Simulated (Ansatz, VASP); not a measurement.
**SrIn4O3 in VASP and in Ansatz**

```
Sr In O
1.0
    -3.43956    3.43956    3.43956
     3.43956   -3.43956    3.43956
     3.43956    3.43956   -3.43956
Sr In O
1 4 3
Direct
  0.00000 0.00000 0.00000
  0.50000 0.50000 0.50000
  0.00000 0.00000 0.50000
  0.00000 0.50000 0.00000
  0.50000 0.00000 0.00000
  0.00000 0.50000 0.50000
  0.50000 0.00000 0.50000
  0.50000 0.50000 0.00000
```

Alike in both runs: functional PBE; k mesh 8 × 8 × 8; occupations gaussian, width 0.1 eV; no spin polarisation.

Ansatz relaxed the structure, and its values are those at the end. VASP's run is a single point on that final structure, the one shown.

```csv
,VASP,Ansatz
version,VASP 6.6.1,Ansatz 0.2.0
potentials or method,"VASP PAW PBE potentials, release 64 (Sr_sv, In_d, O), cutoff 600 eV","scalar-relativistic, plane waves, PAW"
valence electrons in the cell,80,80
```

|  | VASP | Ansatz | Ansatz less VASP |
| --- | --- | --- | --- |
| gap on the k mesh at the Fermi level (eV) | none | none | - |
| pressure (GPa) | 0.0 | 0.0 | -0.01 |

A gap of «none» marks a metal or a gap that the smearing closes.
